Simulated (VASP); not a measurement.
# Rb3Ba (I4/mmm) in VASP: relaxation of cell and atoms with BLYP

Aim: the relaxation of cell and atoms of Rb3Ba with BLYP.

All numbers are computed with VASP 6.6.1; they aren't measurements. Logs are shortened: lines on timing, memory, paths and dates and some standing lists are left out, and cuts for length are marked.

### 1 The cell of the first run

The structure is tetragonal, space group I4/mmm (No. 139). The conventional cell has a = 6.743 Å, b = 6.743 Å, c = 14.743 Å, α = 90.00°, β = 90.00°, γ = 90.00°.

### 2 Relaxation of cell and atoms, BLYP

The input, INCAR:

```
SYSTEM = Rb3Ba
PREC = Accurate
ENCUT = 600
EDIFF = 1E-7
ISMEAR = -1
SIGMA = 0.05
LREAL = .False.
LASPH = .True.
NELM = 60
ALGO = Fast
ISIF = 3
LWAVE = .False.
LCHARG = .False.
GGA = B5
ALDAX = 1.0
AGGAX = 1.0
AGGAC = 1.0
ALDAC = 0.0
IBRION = 2
NSW = 60
EDIFFG = -0.01
```

The input, KPOINTS:

```
regular mesh
0
Gamma
  6 6 6
  0 0 0
```

The input, POSCAR:

```
Rb3Ba
1.0
   -3.3714590000      3.3714590000      7.3713480000
    3.3714590000     -3.3714590000      7.3713480000
    3.3714590000      3.3714590000     -7.3713480000
Ba Rb
1 3
Direct
    0.0000000000      0.0000000000      0.0000000000
    0.5000000000      0.5000000000      0.0000000000
    0.2500000000      0.7500000000      0.5000000000
    0.7500000000      0.2500000000      0.5000000000
```

Potentials or basis: VASP PAW PBE potentials, release 64 (Ba_sv, Rb_sv).

Command:

```console
cat potpaw_PBE.64/Ba_sv/POTCAR potpaw_PBE.64/Rb_sv/POTCAR > POTCAR
mpirun -np 1 vasp_std > vasp.out
```

OUTCAR:

```text
SYSTEM = Rb3Ba
   PREC = Accurate
   ENCUT = 600
   EDIFF = 1E-7
   ISMEAR = -1
   LREAL = .False.
   LASPH = .True.
   NELM = 60
   ISIF = 3
   GGA = B5
   IBRION = 2
   NSW = 60
   EDIFFG = -0.01

 ion  position               nearest neighbor table
   1  0.000  0.000  0.000-   2 4.77   2 4.77   2 4.77   2 4.77   4 5.00   3 5.00   4 5.00   3 5.00
                             4 5.00   4 5.00   3 5.00   3 5.00
   2  0.500  0.500  0.000-   1 4.77   1 4.77   1 4.77   1 4.77   4 5.00   3 5.00   4 5.00   3 5.00
                             3 5.00   3 5.00   4 5.00   4 5.00
   3  0.250  0.750  0.500-   4 4.77   4 4.77   4 4.77   4 4.77   2 5.00   1 5.00   2 5.00   1 5.00
                             1 5.00   1 5.00   2 5.00   2 5.00
   4  0.750  0.250  0.500-   3 4.77   3 4.77   3 4.77   3 4.77   2 5.00   1 5.00   2 5.00   1 5.00
                             2 5.00   2 5.00   1 5.00   1 5.00

  LATTYP: Found a body centered tetragonal cell.
 ALAT       =     6.7429180000
 C/A-ratio  =     2.1863970465

  Lattice vectors:

 A1 = (  -3.3714590000,   3.3714590000,   7.3713480000)
 A2 = (   3.3714590000,  -3.3714590000,   7.3713480000)
 A3 = (   3.3714590000,   3.3714590000,  -7.3713480000)

Analysis of symmetry for initial positions (statically):
=====================================================================
 Subroutine PRICEL returns:
 Original cell was already a primitive cell.

 Routine SETGRP: Setting up the symmetry group for a
 body centered tetragonal supercell.

 Subroutine GETGRP returns: Found 16 space group operations
 (whereof 16 operations were pure point group operations)
 out of a pool of 16 trial point group operations.

The static configuration has the point symmetry D_4h.

Analysis of symmetry for dynamics (positions and initial velocities):
=====================================================================
 Subroutine PRICEL returns:
 Original cell was already a primitive cell.

 Routine SETGRP: Setting up the symmetry group for a
 body centered tetragonal supercell.

 Subroutine GETGRP returns: Found 16 space group operations
 (whereof 16 operations were pure point group operations)
 out of a pool of 16 trial point group operations.

The dynamic configuration has the point symmetry D_4h.

 Subroutine INISYM returns: Found 16 space group operations
 (whereof 16 operations are pure point group operations),
 and found     1 'primitive' translations

----------------------------------------------------------------------------------------

                                     Primitive cell

  volume of cell :     335.1527

  direct lattice vectors                    reciprocal lattice vectors
    -3.371459000  3.371459000  7.371348000     0.000000000  0.148303746  0.067830199
     3.371459000 -3.371459000  7.371348000     0.148303746  0.000000000  0.067830199
     3.371459000  3.371459000 -7.371348000     0.148303746  0.148303746  0.000000000

  length of vectors
     8.778965937  8.778965937  8.778965937     0.163079542  0.163079542  0.209733169

  position of ions in fractional coordinates (direct lattice)
     0.000000000  0.000000000  0.000000000
     0.500000000  0.500000000  0.000000000
     0.250000000  0.750000000  0.500000000
     0.750000000  0.250000000  0.500000000

  ion indices of the primitive-cell ions
   primitive index   ion index
                 1           1
                 2           2
                 3           3
                 4           4

----------------------------------------------------------------------------------------

 KPOINTS: regular mesh

Automatic generation of k-mesh.
 Grid dimensions read from file:
 generate k-points for:    6    6    6

 Generating k-lattice:

  Cartesian coordinates                     Fractional coordinates (reciprocal lattice)
     0.000000000  0.024717291  0.011305033     0.166666667  0.000000000  0.000000000
     0.024717291  0.000000000  0.011305033     0.000000000  0.166666667  0.000000000
     0.024717291  0.024717291  0.000000000     0.000000000  0.000000000  0.166666667

  Length of vectors
     0.027179924  0.027179924  0.034955528

  Shift w.r.t. Gamma in fractional coordinates (k-lattice)
     0.000000000  0.000000000  0.000000000

 Subroutine IBZKPT returns following result:
 ===========================================

 Found     30 irreducible k-points:

 Following reciprocal coordinates:
            Coordinates               Weight
  0.000000  0.000000  0.000000      1.000000
  0.166667 -0.000000  0.000000      8.000000
  0.333333 -0.000000  0.000000      8.000000
  0.500000 -0.000000  0.000000      4.000000
  0.166667  0.166667  0.000000      8.000000
  0.333333  0.166667  0.000000     16.000000
[... 16 lines left out ...]
 -0.333333 -0.333333  0.166667      8.000000
 -0.166667 -0.333333  0.166667      8.000000
 [... further k-points ...]
   k-points           NKPTS =     30   k-points in BZ     NKDIM =     30   number of bands    NBANDS=     22
   number of dos      NEDOS =    301   number of ions     NIONS =      4
   total plane-waves  NPLWV = 343000
   dimension x,y,z NGX =    70 NGY =   70 NGZ =   70
   dimension x,y,z NGXF=   140 NGYF=  140 NGZF=  140
   ions per type =               1   3
   NGX,Y,Z   is equivalent  to a cutoff of  13.26, 13.26, 13.26 a.u.
   NGXF,Y,Z  is equivalent  to a cutoff of  26.51, 26.51, 26.51 a.u.
 SYSTEM =  Rb3Ba
   PREC   = accura    normal or accurate (medium, high low for compatibility)
   ISTART =      0    job   : 0-new  1-cont  2-samecut
   ICHARG =      2    charge: 1-file 2-atom 10-const
   ISPIN  =      1    spin polarized calculation?
   LNONCOLLINEAR =      F non collinear calculations
   LSORBIT =      F    spin-orbit coupling
   LASPH  =      T    aspherical Exc in radial PAW
   ENCUT  =  600.0 eV  44.10 Ry    6.64 a.u.  17.53 17.53 17.53*2*pi/ulx,y,z
   NELM   =     60;   NELMIN=  2; NELMDL= -5     # of ELM steps
   EDIFF  = 0.1E-06   stopping-criterion for ELM
   LREAL  =      F    real-space projection
   EDIFFG = -.1E-01   stopping-criterion for IOM
   NSW    =     60    number of steps for IOM
   IBRION =      2    ionic relax: 0-MD 1-quasi-New 2-CG
   NFREE  =      1    steps in history (QN), initial steepest desc. (CG)
   ISIF   =      3    stress and relaxation
   ISYM   =      2    0-nonsym 1-usesym 2-fastsym
   POTIM  = 0.5000    time-step for ionic-motion
   TEBEG  =    0.0;   TEEND  =   0.0 temperature during run
   PSTRESS=    0.0 pullay stress
   NELECT =      37.0000    total number of electrons
   NUPDOWN=      -1.0000    fix difference up-down
   EMIN   =  10.00;   EMAX   =-10.00  energy-range for DOS
   EFERMI =   0.00;   METHOD = LEGACY
   ISMEAR =    -1;   SIGMA  =   0.05  broadening in eV -4-tet -1-fermi 0-gaus
   EFERMI_NEDOS =   21; number of points for ismear=-14 and -15
   IALGO  =     68    algorithm
   IMIX   =      4    mixing-type and parameters
     AMIX     =   0.40;   BMIX     =  1.00
     AMIX_MAG =   1.60;   BMIX_MAG =  1.00
  volume/ion in A,a.u.               =      83.79       565.43
  Fermi-wavevector in a.u.,A,eV,Ry     =   0.785346  1.484089  8.391648  0.616769
  Thomas-Fermi vector in A             =   1.889664
   LORBIT       =      0    0 simple, 1 ext, 2 COOP (PROOUT), +10 PAW based schemes
   GGA     = B5    functional components
   LHFCALC =     F    Hartree Fock is set to
   AEXX    =    0.0000 exact exchange contribution
   IVDW    =     0    specifies the selected vdW correction
   LEPSILON=     F    determine dielectric tensor
   LRPA    =     F    only Hartree local field effects (RPA)
 conjugate gradient relaxation of ions
 non-spin polarized calculation
 RMM-DIIS sequential band-by-band and
  energy-cutoff  :      600.00
  volume of cell :      335.15
 maximum number of plane-waves:     11229
   NGX = 35   NGY = 35   NGZ = 35

--------------------------------------- Ionic step        1  -------------------------------------------

 number of electron      37.0000000 magnetization

 Free energy of the ion-electron system (eV)
  ---------------------------------------------------
  ext. energy  EPLUGINS =         0.00000000
  ---------------------------------------------------
  free energy    TOTEN  =        -2.61739152 eV

  energy without entropy =       -2.56657211  energy(sigma->0) =       -2.59198181

------------------------ aborting loop because EDIFF is reached ----------------------------------------

  FORCE on cell =-STRESS in cart. coord.  units (eV):
  Direction    XX          YY          ZZ          XY          YZ          ZX
  --------------------------------------------------------------------------------------
  -------------------------------------------------------------------------------------
  Total        0.4495200      0.4495200      0.2349978      0.0000000      0.0000000     -0.0000000
  in kB        2.1489038      2.1489038      1.1233928      0.0000000      0.0000000     -0.0000000
  external PRESSURE =       1.8070668 kB  Pullay stress =       0.0000000 kB
[... 251 lines left out ...]
  energy  without entropy=       -2.5816022905  energy(sigma->0) =       -2.60606513

--------------------------------------- Ionic step        8  -------------------------------------------

 number of electron      37.0000000 magnetization

 Free energy of the ion-electron system (eV)
  ---------------------------------------------------
  ext. energy  EPLUGINS =         0.00000000
  ---------------------------------------------------
  free energy    TOTEN  =        -2.63167878 eV

  energy without entropy =       -2.58366993  energy(sigma->0) =       -2.60767435

 E-fermi :   0.6183     XC(G=0):  -5.3359

 val. band max:        0.5930572281   @ k =  -0.3333   0.5000   0.3333
 cond. band min:       0.6223379373   @ k =   0.3333   0.1667   0.0000
 fundamental gap:      0.0292807092
 Fermi energy:         0.6182856516

 k-point     1 :       0.0000    0.0000    0.0000
  band No.  band energies     occupation
      1     -29.4147      2.00000
      2     -28.1509      2.00000
      3     -28.1472      2.00000
      4     -28.1231      2.00000
      5     -14.5924      2.00000
      6     -14.5880      2.00000
[... 574 lines left out ...]
      6     -14.5883      2.00000
[... 14 lines left out ...]
     21       1.2532      0.00001
     22       1.3305      0.00000

 [... further k-points ...]

------------------------ aborting loop because EDIFF is reached ----------------------------------------

  FORCE on cell =-STRESS in cart. coord.  units (eV):
  Direction    XX          YY          ZZ          XY          YZ          ZX
  --------------------------------------------------------------------------------------
  -------------------------------------------------------------------------------------
  Total        0.0083846      0.0083846     -0.0310178      0.0000000      0.0000000     -0.0000000
  in kB        0.0379655      0.0379655     -0.1404482      0.0000000      0.0000000     -0.0000000
  external PRESSURE =      -0.0215057 kB  Pullay stress =       0.0000000 kB
[... 19 lines left out ...]
  FREE ENERGIE OF THE ION-ELECTRON SYSTEM (eV)
  ---------------------------------------------------
  free  energy   TOTEN  =        -2.6316787789 eV

  energy  without entropy=       -2.5836699302  energy(sigma->0) =       -2.60767435

 reached required accuracy - stopping structural energy minimisation
```

Wall time 48 min (1 thread of Intel Xeon 6975P-C (Granite Rapids), shared host); peak memory 0.91 GiB.

Results:

| Item | Value |
| --- | --- |
| Free energy | -2.6317 eV |
| Relaxed volume | 88.46 Å³/atom |
| Relaxed cell | a = 8.787 Å, b = 8.787 Å, c = 8.787 Å, α = 133.23°, β = 133.23°, γ = 68.29° |
| Space group after relaxing (to 0.1 Å) | I4/mmm (No. 139) |
| Energy gained by relaxing | 3.6 meV/atom |
| Ionic steps | 8 |
| Pressure after relaxing | 0.0 GPa |
| Band gap on the k mesh | zero (an odd number of electrons rules out a gap without spin polarisation) |

The path:
| step | energy change (eV) | largest force (eV/Å) | pressure (GPa) | volume (Å³) |
| --- | --- | --- | --- | --- |
| 1 | 0.0000 | 0.0000 | 0.18 | 335.15 |
| 2 | -0.0049 | 0.0000 | 0.13 | 339.76 |
| 3 | -0.0098 | 0.0000 | 0.06 | 346.74 |
| 4 | -0.0108 | 0.0000 | -0.06 | 361.00 |
| 5 | -0.0117 | 0.0000 | -0.01 | 354.88 |
| 6 | -0.0121 | 0.0000 | -0.01 | 354.79 |
| 7 | -0.0131 | 0.0000 | -0.01 | 354.50 |
| 8 | -0.0143 | 0.0000 | 0.00 | 353.84 |

Final structure:
```yaml
crystal:
  lattice:
    - [-3.48756, 3.48756, 7.27282]
    - [3.48756, -3.48756, 7.27282]
    - [3.48756, 3.48756, -7.27282]
  atoms:
    - { symbol: Ba, position: [0.00000, 0.00000, 0.00000] }
    - { symbol: Rb, position: [0.50000, 0.50000, 0.00000] }
    - { symbol: Rb, position: [0.25000, 0.75000, 0.50000] }
    - { symbol: Rb, position: [0.75000, 0.25000, 0.50000] }
```

Caveat: the PAW data sets were made with another functional, which shifts forces and pressure a little; spin-orbit coupling is left out, which moves the levels of the heavy elements.

The gap in the log of VASP goes by the Fermi energy; the results here count the filled bands.